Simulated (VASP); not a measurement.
Wanted: the native input for a VASP 6.6.1 run.

```yaml
Task: single point
Functional: PBE
Potentials_or_basis: VASP PAW PBE potentials, release 64 (Na_pv, Sb)
Cutoff: 520 eV
k_mesh: 8 × 8 × 6
Occupations: fermi-dirac, width 0.05 eV
Spin: no spin polarisation
Dipole_correction: no
Further_INCAR_settings: ALGO = Fast; EDIFF = 1e-06; NBANDS = 16
```

The structure of Na2Sb lies in POSCAR:

```
Na2Sb
1.0
    3.2643790259      0.0000000000      0.0000000000
    0.0000000000      3.2643790259      0.0000000000
    0.0000000000      0.0000000000      4.6108670677
Na Sb
2 1
Direct
    0.5000000000      0.0000000000      0.5000000000
    0.0000000000      0.5000000000      0.5000000000
    0.0000000000      0.0000000000      0.0000000000
```

This cell differs from its parent crystal: volume scaled by 0.98.

These files were run (other wordings do the same):

INCAR

```
SYSTEM = Na2Sb
PREC     = Accurate       ! precision mode
ENCUT    = 520            ! plane-wave cutoff, eV
EDIFF    = 1E-6           ! SCF threshold, eV
ISMEAR   = -1             ! smearing method
SIGMA    = 0.05           ! smearing width, eV
LREAL    = .FALSE.        ! projectors in reciprocal space
LASPH    = .TRUE.         ! aspherical terms in the spheres
NELM     = 100            ! most SCF steps
ALGO     = Fast           ! electronic algorithm
ISIF     = 2              ! what is computed and relaxed
LWAVE    = .FALSE.        ! write WAVECAR
LCHARG   = .FALSE.        ! write CHGCAR
GGA      = PE             ! functional
NBANDS   = 16             ! bands
```

KPOINTS

```
Automatic mesh
0
G
  8 8 6
  0 0 0
```

Potentials or basis: VASP PAW PBE potentials, release 64 (Na_pv, Sb).

The run is started by

```sh
$ cat potpaw_PBE.64/Na_pv/POTCAR potpaw_PBE.64/Sb/POTCAR > POTCAR
$ mpirun -np 1 vasp_std > vasp.out
```

It gave:

The pressure is 38.7 GPa.

Run time: 18 s on 1 thread of Intel(R) Xeon(R) Platinum 8488C (Sapphire Rapids), with other jobs on the host, peak memory 0.17 GiB.
